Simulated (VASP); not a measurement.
# As in VASP: a series of runs, part 2 of 2

VASP 6.6.1. The steps go on from the part before.

## (4) Single point, PBE+D3(BJ)

This run uses another cell than the first one, of 163.49 Å³/atom, 1.102 times its volume.

INCAR reads:

```
SYSTEM = As
  PREC = Accurate
  ENCUT = 520
  EDIFF = 1E-6
  ISMEAR = 0
  SIGMA = 0.02
  LREAL = .False.
  LASPH = .True.
  NELM = 100
  ALGO = Normal
  ISIF = 2
  LWAVE = .False.
  LCHARG = .False.
  LDIPOL = .True.
  IDIPOL = 3
  DIPOL = 0.5 0.5 0.500
  GGA = PE
  IVDW = 12
  NBANDS = 12
```

KPOINTS reads:

```
Automatic mesh
0
Gamma
  9 9 1
  0 0 0
```

POSCAR reads:

```
As
1.0
    3.6350000000      0.0000000000      0.0000000000
   -1.8175000000      3.1480023428      0.0000000000
    0.0000000000      0.0000000000     28.5742413766
As
2
Direct
    0.3333333333      0.6666666667      0.5000000000
    0.6666666667      0.3333333333      0.5000000000
```

Started as:

```bash
$ cat potpaw_PBE.64/As/POTCAR > POTCAR
$ mpirun -np 1 vasp_std > vasp.out
```

Wall time 99 s (1 thread of Intel Xeon Platinum 8259CL at 2.50GHz (Skylake/Cascade Lake), shared host); peak memory 0.42 GiB.

The run converged. Its results:

| Item | Value |
| --- | --- |
| Free energy | -5.3530 eV |
| Band gap on the k mesh | zero (band 5 reaches -2.60 eV, above the bottom of band 6 at -3.44 eV) |
| Dispersion energy per atom | -0.214 eV |

Levels at points of the mesh, in eV from the Fermi level:
```csv
k point,band 2,band 3,band 4,band 5,band 6,band 7,band 8,band 9
"(0.00, 0.00, 0.00)",-5.68,-4.59,-4.59,-2.29,1.56,1.56,2.51,3.83
```

## (5) Single point, PBE+D3(BJ)

This run uses another cell than the first one, of 168.75 Å³/atom, 1.137 times its volume.

INCAR reads:

```
PREC = Accurate ; ENCUT = 520
EDIFF = 1E-6 ; ISMEAR = 0
SIGMA = 0.02 ; LREAL = False
LASPH = True ; NELM = 60
ALGO = Normal ; ISIF = 2
LWAVE = False ; LCHARG = True
LDIPOL = True ; IDIPOL = 3
DIPOL = 0.5 0.5 0.500 ; GGA = PE
IVDW = 12 ; LELF = True
LVHAR = True ; LVACPOTAV = True
NBANDS = 12
```

KPOINTS reads:

```
Automatic mesh
0
Gamma
  9 9 1
```

POSCAR reads:

```
As
1.0
    3.6930000000      0.0000000000      0.0000000000
   -1.8465000000      3.1982318162      0.0000000000
    0.0000000000      0.0000000000     28.5742413766
As
2
Direct
    0.3333333333      0.6666666667      0.5000000000
    0.6666666667      0.3333333333      0.5000000000
```

Potentials or basis: VASP PAW PBE potentials, release 64 (As).

Started as:

```bash
$ cat potpaw_PBE.64/As/POTCAR > POTCAR
$ mpirun -np 1 vasp_std > vasp.out
```

OUTCAR:

```text
PREC = Accurate
   ENCUT = 520
   EDIFF = 1E-6
   ISMEAR = 0
   LREAL = False
   LASPH = True
   NELM = 60
   ISIF = 2
   GGA = PE
   IVDW = 12
 IVDW          = 12

 ion  position               nearest neighbor table
   1  0.333  0.667  0.500-   2 2.13   2 2.13   2 2.13
   2  0.667  0.333  0.500-   1 2.13   1 2.13   1 2.13

  LATTYP: Found a hexagonal cell.
 ALAT       =     3.6930000000
 C/A-ratio  =     7.7374062758

  Lattice vectors:

 A1 = (   3.6930000000,   0.0000000000,   0.0000000000)
 A2 = (  -1.8465000000,   3.1982318162,   0.0000000000)
[... 362 lines left out ...]

  FORCE on cell =-STRESS in cart. coord.  units (eV):
  Direction    XX          YY          ZZ          XY          YZ          ZX
  --------------------------------------------------------------------------------------
  -------------------------------------------------------------------------------------
  Total      17.74759    17.74759    -0.00255     0.00000     0.00000    -0.00000
  in kB      84.25312    84.25312    -0.01213     0.00000     0.00000    -0.00000
  external pressure =       56.16 kB  Pullay stress =        0.00 kB

 VOLUME and BASIS-vectors are now :
 -----------------------------------------------------------------------------
  energy-cutoff  :      520.00
  volume of cell :      337.49
      direct lattice vectors                 reciprocal lattice vectors
     3.693000000  0.000000000  0.000000000     0.270782562  0.156336385  0.000000000
    -1.846500000  3.198231816  0.000000000     0.000000000  0.312672770  0.000000000
     0.000000000  0.000000000 28.574241377     0.000000000  0.000000000  0.034996555

 POSITION                                       TOTAL-FORCE (eV/Angst)
 -----------------------------------------------------------------------------------
     -0.00000      2.13215     14.28712         0.000000     -0.000000      0.000000
      1.84650      1.06608     14.28712        -0.000000      0.000000      0.000000
 -----------------------------------------------------------------------------------
    total drift:                               -0.000000      0.000000     -0.000000

  FREE ENERGIE OF THE ION-ELECTRON SYSTEM (eV)
  ---------------------------------------------------
  free  energy   TOTEN  =        -5.9504944482 eV

  energy  without entropy=       -5.9488225242  energy(sigma->0) =       -5.94965849

 vacuum level on the upper side and lower side of the slab         1.210         1.210
```

OSZICAR:

```text
N       E                     dE             d eps       ncg     rms          rms(c)
DAV:   1     0.740812566147E+02    0.74081E+02   -0.28130E+03   288   0.528E+02
DAV:   2     0.304510158562E+01   -0.71036E+02   -0.62416E+02   428   0.893E+01
DAV:   3    -0.547373644758E+01   -0.85188E+01   -0.80892E+01   424   0.407E+01
[... 12 lines left out ...]
DAV:  16    -0.553751068847E+01   -0.11925E-04   -0.28155E-07   380   0.165E-03    0.866E-04
DAV:  17    -0.553752123140E+01   -0.10543E-04   -0.36370E-07   312   0.174E-03    0.357E-04
DAV:  18    -0.553752348149E+01   -0.22501E-05   -0.22565E-08   360   0.649E-04    0.469E-04
DAV:  19    -0.553752504530E+01   -0.15638E-05   -0.16342E-08   316   0.524E-04    0.482E-05
DAV:  20    -0.553752534727E+01   -0.30198E-06   -0.19805E-10   324   0.118E-04
   1 F= -.59504944E+01 E0= -.59496585E+01  d E =-.167192E-02
```

stdout:

```text
POSCAR found type information on POSCAR As
 POSCAR found :  1 types and       2 ions
 scaLAPACK will be used
 LDA part: xc-table for (Slater+PW92), standard interpolation
 POSCAR, INCAR and KPOINTS ok, starting setup
 FFT: planning ... GRIDC
 FFT: planning ... GRID_SOFT
 FFT: planning ... GRID
 WAVECAR not read
 entering main loop
 -----------------------------------------------------------------------------
|                                                                             |
|           W    W    AA    RRRRR   N    N  II  N    N   GGGG   !!!           |
|           W    W   A  A   R    R  NN   N  II  NN   N  G    G  !!!           |
|           W    W  A    A  R    R  N N  N  II  N N  N  G       !!!           |
|           W WW W  AAAAAA  RRRRR   N  N N  II  N  N N  G  GGG   !            |
|           WW  WW  A    A  R   R   N   NN  II  N   NN  G    G                |
|           W    W  A    A  R    R  N    N  II  N    N   GGGG   !!!           |
|                                                                             |
|     Did not find any points to average over, which means that no vacuum     |
|     field-free region was found. Please increase the size of  your cell     |
|     in the dimension of the dipole correction to obtain accurate            |
|     workfunction values.                                                    |
|                                                                             |
 -----------------------------------------------------------------------------
```

It took 1.9 min on 1 thread of Intel Xeon Platinum 8259CL at 2.50GHz (Skylake/Cascade Lake), shared host; peak memory 0.4 GiB.

What came out:

```
Free energy                : -5.9505 eV
Band gap on the k mesh     : zero (band 5 reaches -2.62 eV, above the bottom of band 6 at -3.40 eV)
Dispersion energy per atom : -0.206 eV
```

## (6) Single point, PBE+D3(BJ)

This run uses another cell than the first one, of 138.69 Å³/atom, 0.935 times its volume.

INCAR reads:

```
SYSTEM = As
PREC = Accurate
ENCUT = 520
EDIFF = 1E-7
ISMEAR = 0
SIGMA = 0.02
LREAL = .False.
LASPH = .True.
NELM = 80
ALGO = Normal
ISIF = 2
LWAVE = .False.
LCHARG = .False.
LDIPOL = .True.
IDIPOL = 3
DIPOL = 0.5 0.5 0.500
GGA = PE
IVDW = 12
NBANDS = 12
```

KPOINTS reads:

```
regular mesh
0
Gamma
  9 9 1
  0 0 0
```

POSCAR reads:

```
As
1.0
    3.3480000000      0.0000000000      0.0000000000
   -1.6740000000      2.8994530519      0.0000000000
    0.0000000000      0.0000000000     28.5742413766
As
2
Direct
    0.3333333333      0.6666666667      0.5000000000
    0.6666666667      0.3333333333      0.5000000000
```

Potentials or basis: VASP PAW PBE potentials, release 64 (As).

Started as:

```bash
$ cat potpaw_PBE.64/As/POTCAR > POTCAR
$ mpirun -np 1 vasp_std > vasp.out
```

It took 2.4 min on 1 thread of Intel Xeon Platinum 8259CL at 2.50GHz (Skylake/Cascade Lake), shared host; peak memory 0.4 GiB.

Results (log left out):

| Item | Value |
| --- | --- |
| Free energy | -0.7736 eV |
| Band gap on the k mesh | zero (band 5 reaches -0.47 eV, above the bottom of band 6 at -3.16 eV) |
| Dispersion energy per atom | -0.253 eV |

Levels at points of the mesh, in eV from the Fermi level:
```
           k point  band 2  band 3  band 4  band 5  band 6  band 7  band 8  band 9
(0.00, 0.00, 0.00)   -7.73   -5.31   -5.31   -0.12    1.20    1.20    1.27    2.75
```

## (7) Overview

```tsv
cell	gap on the mesh (eV)
a = 3.463, b = 3.463, c = 28.574 Å, angles 90.0, 90.0, 120.0°, 2 atoms	none
a = 3.521, b = 3.521, c = 28.574 Å, angles 90.0, 90.0, 120.0°, 2 atoms	none
a = 3.635, b = 3.635, c = 28.574 Å, angles 90.0, 90.0, 120.0°, 2 atoms	none
a = 3.693, b = 3.693, c = 28.574 Å, angles 90.0, 90.0, 120.0°, 2 atoms	none
a = 3.348, b = 3.348, c = 28.574 Å, angles 90.0, 90.0, 120.0°, 2 atoms	none
```

Alike in all rows: task single point; level PBE+D3(BJ); potentials or basis VASP PAW PBE potentials, release 64 (As); no spin polarisation; k mesh 9 × 9 × 1; cutoff (eV) 520; smearing gaussian 0.02 eV.

Absolute energies hang on the potentials; compare differences alone.
